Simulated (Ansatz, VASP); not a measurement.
One calculation of GaN, two programs

```xyz
4
Lattice="3.2218 0.0000 0.0000 -1.6109 2.7902 0.0000 0.0000 0.0000 5.2340" Properties=species:S:1:pos:R:3 pbc="T T T"
Ga    1.6109    0.9301    2.6170
Ga    0.0000    1.8601    0.0000
N     1.6109    0.9301    4.5797
N     0.0000    1.8601    1.9627
```

Change from the starting cell: volume scaled by 1.04.

Alike in both runs: task single point; functional LDA; k mesh 10 × 10 × 5; occupations fermi-dirac, width 0.05 eV; no spin polarisation.

|  | VASP | Ansatz |
| --- | --- | --- |
| version | VASP 6.6.1 | Ansatz 0.2.0 |
| potentials or method | VASP PAW LDA potentials, release 64 (Ga_d, N), cutoff 520 eV | all-electron LAPW, scalar-relativistic |

```tsv
	VASP	Ansatz	Ansatz less VASP
gap on the k mesh at the Fermi level (eV)	1.72	1.71	-0.012
least direct gap on the mesh (eV)	1.72	1.71	-0.012
pressure (GPa)	-10.1	-10.8	-0.70
traceless stress, the component that is largest in VASP (GPa)	1.22	1.20	-0.022
rms of the force components (eV/Å)	0.068	0.067	-0.0009
```

LDA's correlation is that of Perdew and Zunger in VASP and of Perdew and Wang (1992) in Ansatz. Atom by atom the forces differ by 0.001 eV/Å (rms over components). Ansatz ran all-electron here, and VASP with PAW potentials.
